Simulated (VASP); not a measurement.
Here is a VASP 6.6.1 calculation.

Contents of INCAR:

```
SYSTEM = RbBr
PREC = Accurate
ENCUT = 520
EDIFF = 1E-8
ISMEAR = 0
SIGMA = 0.01
LREAL = .FALSE.
LASPH = .TRUE.
NELM = 100
ALGO = Normal
ISIF = 2
LWAVE = .FALSE.
LCHARG = .TRUE.
GGA = PS
IBRION = 8
NSW = 1
LEPSILON = .TRUE.
```

The input KPOINTS:

```
Automatic mesh
0
G
  6 6 6
  0 0 0
```

The input POSCAR:

```
RbBr
1.0
    4.0722835113      0.0000000000      0.0000000000
    0.0000000000      4.0722835113      0.0000000000
    0.0000000000      0.0000000000      4.0722835113
Rb Br
1 1
Direct
    0.0000000000      0.0000000000      0.0000000000
    0.5000000000      0.5000000000      0.5000000000
```

Potentials or basis: VASP PAW PBE potentials, release 64 (Rb_sv, Br).

The run is started by

```sh
$ cat potpaw_PBE.64/Rb_sv/POTCAR potpaw_PBE.64/Br/POTCAR > POTCAR
$ mpirun -np 1 vasp_std > vasp.out
```

(1) Estimate the electronic dielectric tensor (diagonal).

(2) Predict the Born charges (mean of the diagonal).

(3) Estimate the highest phonon frequency at Γ, LO-TO splitting left out.

Answers

(1) 3.01.

(2) Rb +1.24; Br -1.24 e.

(3) 75 cm⁻¹.
